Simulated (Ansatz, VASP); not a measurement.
## MgO: VASP beside Ansatz

```
CELL_PARAMETERS angstrom
-3.45178 0.00000 0.00000
-1.72589 -2.98933 0.00000
-0.76706 -1.32859 12.41895
ATOMIC_POSITIONS crystal
Mg 0.66667 0.62962 0.08335
Mg 0.66667 0.48147 0.41668
Mg 0.66667 0.33333 0.75002
Mg 0.33333 0.92592 0.91668
Mg 0.33333 0.22221 0.25002
Mg 0.33333 0.07407 0.58335
O 0.66667 0.25925 0.91668
O 0.66667 0.55555 0.25002
O 0.66667 0.40740 0.58335
O 0.33333 0.29629 0.08335
O 0.33333 0.14814 0.41668
O 0.33333 0.99999 0.75002
```

Alike in both runs: task single point; functional LDA; k mesh 8 × 8 × 2; occupations gaussian, width 0.05 eV; no spin polarisation.

|  | VASP | Ansatz |
| --- | --- | --- |
| version | VASP 6.6.1 | Ansatz 0.2.0 |
| potentials or method | VASP PAW LDA potentials, release 64 (Mg, O), cutoff 520 eV | scalar-relativistic, plane waves, PAW |
| valence electrons in the cell | 48 | 96 |

Ansatz gave:

```
gap on the k mesh at the Fermi level (eV)                     : 2.36
least direct gap on the mesh (eV)                             : 2.36
pressure (GPa)                                                : 0.9
traceless stress, the component that is largest in VASP (GPa) : 9.01
rms of the force components (eV/Å)                            : 0.797
```

Question: Which values does VASP return?

Answer: gap on the k mesh at the Fermi level (eV): 2.35; least direct gap on the mesh (eV): 2.35; pressure (GPa): -0.8; traceless stress, the component that is largest in VASP (GPa): 9.17; rms of the force components (eV/Å): 0.815.

Ansatz warns that its potentials were made for another functional, while VASP's fit it. LDA's correlation is that of Perdew and Zunger in VASP and of Perdew and Wang (1992) in Ansatz. Atom by atom the forces differ by 0.021 eV/Å (rms over components). VASP's potentials hold 48 valence electrons a cell and Ansatz's 96, so a difference there can come from the potentials and not from the codes.
